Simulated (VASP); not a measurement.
# Ir (P-1) in VASP: settings compared

Ir is run at these levels: PBE, r2SCAN; tasks: single point.

Program: VASP 6.6.1. These are calculated values, not measurements. Logs are shortened: lines on timing, memory, paths and dates and some standing lists are left out, and cuts for length are marked.

## Step 1: The cell of the first run

The typed cell holds 1 atom: a = 2.542 Å, b = 2.611 Å, c = 2.995 Å, α = 58.28°, β = 61.38°, γ = 59.90°.

## Step 2: Single point, PBE

The input, INCAR:

```
SYSTEM = Ir
  ALGO = Fast
  EDIFF = 1E-7
  ENCUT = 520
  GGA = PE
  ISIF = 2
  ISMEAR = -1
  LASPH = .TRUE.
  LCHARG = .FALSE.
  LREAL = .FALSE.
  LWAVE = .FALSE.
  NBANDS = 10
  NELM = 100
  PREC = Accurate
  SIGMA = 0.05
```

The input, KPOINTS:

```
k-points
0
G
  12 13 11
  0 0 0
```

The input, POSCAR:

```
Ir
1.0
    0.0644692700      1.8373557400      1.7560488600
    1.9418131400      0.0774349900      1.7430831500
    2.1728248700      2.0554017600     -0.1535767500
Ir
1
Direct
    0.0000000000      0.0000000000      0.0000000000
```

Potentials or basis: VASP PAW PBE potentials, release 64 (Ir).

Started as:

```bash
> cat potpaw_PBE.64/Ir/POTCAR > POTCAR
> mpirun -np 1 vasp_std > vasp.out
```

OUTCAR:

```text
SYSTEM = Ir
   EDIFF = 1E-7
   ENCUT = 520
   GGA = PE
   ISIF = 2
   ISMEAR = -1
   LASPH = .TRUE.
   LREAL = .FALSE.
   NELM = 100
   PREC = Accurate

 ion  position               nearest neighbor table
   1  0.000  0.000  0.000-

  LATTYP: Found a triclinic cell.
 ALAT       =     2.7500977690
 B/A-ratio  =     2.2832312854
 C/A-ratio  =     1.0374029019
 COS(alpha) =     0.0088672219
 COS(beta)  =     0.5786771390
 COS(gamma) =     0.7696309043

  Lattice vectors:

 A1 = (  -0.2310117300,  -1.9779667700,   1.8966599000)
 A2 = (   3.5881452800,  -3.6604525300,   3.6267773400)
 A3 = (  -2.1083556000,  -0.2180460200,   1.9096256100)

Analysis of symmetry for initial positions (statically):
=====================================================================
 Subroutine PRICEL returns:
 Original cell was already a primitive cell.

 Routine SETGRP: Setting up the symmetry group for a
 triclinic supercell.

 Subroutine GETGRP returns: Found  2 space group operations
 (whereof  2 operations were pure point group operations)
 out of a pool of  2 trial point group operations.

The static configuration has the point symmetry S_2 .

Analysis of symmetry for dynamics (positions and initial velocities):
=====================================================================
 Subroutine PRICEL returns:
 Original cell was already a primitive cell.

 Routine SETGRP: Setting up the symmetry group for a
 triclinic supercell.

 Subroutine GETGRP returns: Found  2 space group operations
 (whereof  2 operations were pure point group operations)
 out of a pool of  2 trial point group operations.

The dynamic configuration has the point symmetry S_2 .

 Subroutine INISYM returns: Found  2 space group operations
 (whereof  2 operations are pure point group operations),
 and found     1 'primitive' translations

----------------------------------------------------------------------------------------

                                     Primitive cell

  volume of cell :      13.9883

  direct lattice vectors                    reciprocal lattice vectors
     0.064469270  1.837355740  1.756048860    -0.256973762  0.292074744  0.273296327
     1.941813140  0.077434990  1.743083150     0.278200963 -0.273477489  0.275926275
     2.172824870  2.055401760 -0.153576750     0.219231946  0.235735674 -0.254699073

  length of vectors
     2.542388641  2.610550386  2.994900688     0.475430387  0.477829490  0.410494302

  position of ions in fractional coordinates (direct lattice)
     0.000000000  0.000000000  0.000000000

  ion indices of the primitive-cell ions
   primitive index   ion index
                 1           1

----------------------------------------------------------------------------------------

 KPOINTS: k-points

Automatic generation of k-mesh.
 Grid dimensions read from file:
 generate k-points for:   12   13   11

 Generating k-lattice:

  Cartesian coordinates                     Fractional coordinates (reciprocal lattice)
    -0.021414480  0.024339562  0.022774694     0.083333333  0.000000000  0.000000000
     0.021400074 -0.021036730  0.021225098    -0.000000000  0.076923077 -0.000000000
     0.019930177  0.021430516 -0.023154461    -0.000000000  0.000000000  0.090909091

  Length of vectors
     0.039619199  0.036756115  0.037317664

  Shift w.r.t. Gamma in fractional coordinates (k-lattice)
     0.000000000  0.000000000  0.000000000

 Subroutine IBZKPT returns following result:
 ===========================================

 Found    859 irreducible k-points:

 Following reciprocal coordinates:
            Coordinates               Weight
  0.000000  0.000000  0.000000      1.000000
  0.083333  0.000000 -0.000000      2.000000
  0.166667 -0.000000 -0.000000      2.000000
  0.250000  0.000000  0.000000      2.000000
  0.333333  0.000000  0.000000      2.000000
  0.416667  0.000000 -0.000000      2.000000
[... 16 lines left out ...]
  0.250000  0.153846  0.000000      2.000000
  0.333333  0.153846 -0.000000      2.000000
 [... further k-points ...]
   k-points           NKPTS =    859   k-points in BZ     NKDIM =    859   number of bands    NBANDS=     10
   number of dos      NEDOS =    301   number of ions     NIONS =      1
   total plane-waves  NPLWV =   9600
   dimension x,y,z NGX =    20 NGY =   20 NGZ =   24
   dimension x,y,z NGXF=    40 NGYF=   40 NGZF=   48
   ions per type =               1
   NGX,Y,Z   is equivalent  to a cutoff of  13.08, 12.74, 13.32 a.u.
   NGXF,Y,Z  is equivalent  to a cutoff of  26.16, 25.47, 26.64 a.u.
 SYSTEM =  Ir
   PREC   = accura    normal or accurate (medium, high low for compatibility)
   ISTART =      0    job   : 0-new  1-cont  2-samecut
   ICHARG =      2    charge: 1-file 2-atom 10-const
   ISPIN  =      1    spin polarized calculation?
   LNONCOLLINEAR =      F non collinear calculations
   LSORBIT =      F    spin-orbit coupling
   LASPH  =      T    aspherical Exc in radial PAW
   ENCUT  =  520.0 eV  38.22 Ry    6.18 a.u.   4.73  4.85  5.57*2*pi/ulx,y,z
   NELM   =    100;   NELMIN=  2; NELMDL= -5     # of ELM steps
   EDIFF  = 0.1E-06   stopping-criterion for ELM
   LREAL  =      F    real-space projection
   EDIFFG = 0.1E-05   stopping-criterion for IOM
   NSW    =      0    number of steps for IOM
   IBRION =     -1    ionic relax: 0-MD 1-quasi-New 2-CG
   NFREE  =      0    steps in history (QN), initial steepest desc. (CG)
   ISIF   =      2    stress and relaxation
   ISYM   =      2    0-nonsym 1-usesym 2-fastsym
   POTIM  = 0.5000    time-step for ionic-motion
   TEBEG  =    0.0;   TEEND  =   0.0 temperature during run
   PSTRESS=    0.0 pullay stress
   NELECT =       9.0000    total number of electrons
   NUPDOWN=      -1.0000    fix difference up-down
   EMIN   =  10.00;   EMAX   =-10.00  energy-range for DOS
   EFERMI =   0.00;   METHOD = LEGACY
   ISMEAR =    -1;   SIGMA  =   0.05  broadening in eV -4-tet -1-fermi 0-gaus
   EFERMI_NEDOS =   21; number of points for ismear=-14 and -15
   IALGO  =     68    algorithm
   IMIX   =      4    mixing-type and parameters
     AMIX     =   0.40;   BMIX     =  1.00
     AMIX_MAG =   1.60;   BMIX_MAG =  1.00
  volume/ion in A,a.u.               =      13.99        94.40
  Fermi-wavevector in a.u.,A,eV,Ry     =   1.413299  2.670747 27.176453  1.997413
  Thomas-Fermi vector in A             =   2.534959
   LORBIT       =      0    0 simple, 1 ext, 2 COOP (PROOUT), +10 PAW based schemes
   GGA     = PE    functional components
   LHFCALC =     F    Hartree Fock is set to
   AEXX    =    0.0000 exact exchange contribution
   IVDW    =     0    specifies the selected vdW correction
   LEPSILON=     F    determine dielectric tensor
   LRPA    =     F    only Hartree local field effects (RPA)
 non-spin polarized calculation
 RMM-DIIS sequential band-by-band and
  energy-cutoff  :      520.00
  volume of cell :       13.99
 maximum number of plane-waves:       389
   NGX =  9   NGY =  9   NGZ = 11

 number of electron       9.0000000 magnetization

 Free energy of the ion-electron system (eV)
  ---------------------------------------------------
  ext. energy  EPLUGINS =         0.00000000
  ---------------------------------------------------
  free energy    TOTEN  =        -8.39506430 eV

  energy without entropy =       -8.38488263  energy(sigma->0) =       -8.38997347

 E-fermi :  10.4746     XC(G=0): -14.0206

 val. band max:       10.4699449601   @ k =   0.5000  -0.0769   0.3636
 cond. band min:      10.4807640572   @ k =   0.0833   0.1538   0.1818
 fundamental gap:      0.0108190971
 Fermi energy:        10.4746192370

 k-point     1 :       0.0000    0.0000    0.0000
  band No.  band energies     occupation
      1      -0.6328      2.00000
      2       5.0575      2.00000
      3       6.7850      2.00000
      4       7.3390      2.00000
      5       9.2880      2.00000
      6      10.5478      0.37582
      7      24.3891      0.00000
      8      27.7173      0.00000
      9      32.4690      0.00000
     10      33.3006      0.00000

 k-point     2 :       0.0833    0.0000   -0.0000
  band No.  band energies     occupation
      1      -0.2752      2.00000
      2       5.2281      2.00000
      3       7.0581      2.00000
      4       7.0701      2.00000
      5       9.1453      2.00000
      6      10.2998      1.94120
      7      25.0150      0.00000
      8      28.3272      0.00000
      9      31.0348      0.00000
     10      33.1213      0.00000

 k-point     3 :       0.1667   -0.0000   -0.0000
  band No.  band energies     occupation
      1       0.7017      2.00000
      2       5.6321      2.00000
      3       6.4857      2.00000
      4       7.8408      2.00000
      5       8.8722      2.00000
      6       9.7430      2.00000
      7      26.1195      0.00000
      8      28.5020      0.00000
      9      30.5095      0.00000
     10      34.0218      0.00000

 k-point     4 :       0.2500    0.0000    0.0000
  band No.  band energies     occupation
      1       1.8957      2.00000
      2       5.7155      2.00000
      3       6.4003      2.00000
      4       8.6933      2.00000
      5       8.9527      2.00000
      6       9.4903      2.00000
      7      24.8932      0.00000
      8      28.5755      0.00000
      9      32.0305      0.00000
     10      34.0256      0.00000
[... 222 lines left out ...]
 k-point    22 :       0.1667    0.1538   -0.0000
  band No.  band energies     occupation
      1       0.9647      2.00000
      2       5.5131      2.00000
      3       6.4470      2.00000
      4       8.0482      2.00000
      5       8.9559      2.00000
      6       9.7613      2.00000
      7      26.1632      0.00000
      8      29.0498      0.00000
      9      29.1570      0.00000
     10      33.2750      0.00000

 k-point    23 :       0.2500    0.1538    0.0000
  band No.  band energies     occupation
      1       1.9981      2.00000
      2       5.2812      2.00000
      3       6.6349      2.00000
      4       8.2645      2.00000
      5       8.9395      2.00000
      6       9.9313      1.99996
      7      26.4310      0.00000
      8      28.1442      0.00000
      9      29.5731      0.00000
     10      33.3815      0.00000

 k-point    24 :       0.3333    0.1538   -0.0000
  band No.  band energies     occupation
      1       3.1205      2.00000
      2       5.2460      2.00000
      3       6.4594      2.00000
      4       7.8211      2.00000
      5      10.0829      1.99921
      6      10.7159      0.01592
      7      24.8521      0.00000
      8      27.7706      0.00000
      9      28.5532      0.00000
     10      33.1705      0.00000

 [... further k-points ...]

------------------------ aborting loop because EDIFF is reached ----------------------------------------

  FORCE on cell =-STRESS in cart. coord.  units (eV):
  Direction    XX          YY          ZZ          XY          YZ          ZX
  --------------------------------------------------------------------------------------
  -------------------------------------------------------------------------------------
  Total        1.6260730      3.2162481      2.8609860     -2.2714558      2.0856203      1.8275489
  in kB      186.2453401    368.3790329    327.6884176   -260.1654669    238.8804508    209.3217553
  external PRESSURE =     294.1042635 kB  Pullay stress =       0.0000000 kB

 VOLUME and BASIS-vectors are now :
 -----------------------------------------------------------------------------
  energy-cutoff  :      520.00
  volume of cell :       13.99
      direct lattice vectors                 reciprocal lattice vectors
     0.064469270  1.837355740  1.756048860    -0.256973762  0.292074744  0.273296327
     1.941813140  0.077434990  1.743083150     0.278200963 -0.273477489  0.275926275
     2.172824870  2.055401760 -0.153576750     0.219231946  0.235735674 -0.254699073

 POSITION                                       TOTAL-FORCE (eV/Angst)
 -----------------------------------------------------------------------------------
      0.00000      0.00000      0.00000         0.000000      0.000000     -0.000000
 -----------------------------------------------------------------------------------
    total drift:                               -0.000000      0.000000      0.000000

  FREE ENERGIE OF THE ION-ELECTRON SYSTEM (eV)
  ---------------------------------------------------
  free  energy   TOTEN  =        -8.3950643025 eV

  energy  without entropy=       -8.3848826296  energy(sigma->0) =       -8.38997347
```

It took 1.7 min on 1 thread of Intel Xeon Platinum 8259CL at 2.50GHz (Skylake/Cascade Lake), shared host; peak memory 0.24 GiB.

Results:

```yaml
Free_energy: -8.3951 eV
Pressure: 29.4 GPa
```

Stress tensor (GPa, compression positive):
```
 18.62 -26.02  20.93
-26.02  36.84  23.89
 20.93  23.89  32.77
```

Levels at points of the mesh, in eV from the Fermi level:
| k point | band 1 | band 2 | band 3 | band 4 | band 5 | band 6 | band 7 | band 8 | band 9 |
| --- | --- | --- | --- | --- | --- | --- | --- | --- | --- |
| (0.00, 0.00, 0.00) | -11.11 | -5.42 | -3.69 | -3.14 | -1.19 | 0.07 | 13.91 | 17.24 | 21.99 |
| (0.50, 0.00, 0.00) | -8.06 | -5.39 | -2.52 | 0.16 | 0.17 | 2.19 | 9.01 | 13.46 | 17.44 |

Caveat: spin-orbit coupling is left out, which moves the levels of the heavy elements.

## Step 3: Single point, PBE

The input, INCAR:

```
ALGO = Normal
EDIFF = 1E-6
ENCUT = 520
GGA = PE
ISIF = 2
ISMEAR = -1
LASPH = True
LCHARG = False
LREAL = False
LWAVE = False
NBANDS = 10
NELM = 100
PREC = Accurate
SIGMA = 0.1
```

The input, KPOINTS:

```
k-points
0
Gamma
  9 9 8
```

POSCAR is that of step 2.

Potentials or basis: VASP PAW PBE potentials, release 64 (Ir).

Started as:

```bash
> cat potpaw_PBE.64/Ir/POTCAR > POTCAR
> mpirun -np 1 vasp_std > vasp.out
```

Run time: 36 s. Hardware: 1 thread of AMD EPYC 9R14 (Zen 4), shared host; peak memory 0.14 GiB.

Results (log left out):

| Quantity | Value |
| --- | --- |
| Free energy | -8.4076 eV |
| Pressure | 29.7 GPa |

Stress tensor (GPa, compression positive):
```
 18.78 -24.89  20.26
-24.89  37.87  23.22
 20.26  23.22  32.51
```

Levels at points of the mesh, in eV from the Fermi level:
```csv
k point,band 1,band 2,band 3,band 4,band 5,band 6,band 7,band 8,band 9
"(0.00, 0.00, 0.00)",-11.12,-5.42,-3.72,-3.17,-1.19,0.07,13.90,17.22,21.99
"(0.00, 0.00, 0.50)",-8.62,-4.15,-3.37,-1.92,0.32,1.19,5.41,15.21,22.04
```

Caveat: spin-orbit coupling is left out, which moves the levels of the heavy elements.

[end of part 1 of 2]
